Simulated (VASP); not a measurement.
Mg3C, 4 atoms in the cell. Symmetry: Fm-3m, No. 225, cubic system. Conventional cell: a = 6.463 Å, b = 6.463 Å, c = 6.463 Å, α = 90.00°, β = 90.00°, γ = 90.00°. Within 3.7 Å of Mg (site symmetry -43m) lie 10 Mg at 2.80 to 3.23 Å and 4 C at 2.80 Å. Mg (site symmetry m-3m) has 8 Mg at 2.80 Å and 6 C at 3.23 Å within 3.7 Å. Within 3.7 Å of C (site symmetry m-3m) lie 14 Mg at 2.80 to 3.23 Å. 

```yaml
Program: VASP 6.6.1
Task: single point
Functional: PBE
Potentials_or_basis: VASP PAW PBE potentials, release 64 (Mg, C)
Cutoff: 520 eV
k_mesh: 6 × 6 × 6
Occupations: gaussian, width 0.1 eV
Spin: collinear spin, ferromagnetic start
Starting_moments: "[0.0, 0.0, 0.0, 1.0] μB"
Dipole_correction: no
Further_INCAR_settings: ALGO = Normal; EDIFF = 1e-06; NBANDS = 17
```

Potentials or basis: VASP PAW PBE potentials, release 64 (Mg, C).

Run with:

```sh
$ cat potpaw_PBE.64/Mg/POTCAR potpaw_PBE.64/C/POTCAR > POTCAR
$ mpirun -np 1 vasp_std > vasp.out
```

Hardware: 1 thread of Intel(R) Xeon(R) Platinum 8488C (Sapphire Rapids), with other jobs on the host.

Problem. How long does it take, and how much memory?

Solution. It took 33 s on 1 thread of Intel(R) Xeon(R) Platinum 8488C (Sapphire Rapids), with other jobs on the host, peak memory 0.24 GiB. Counts: scf iterations 13, k points 16.
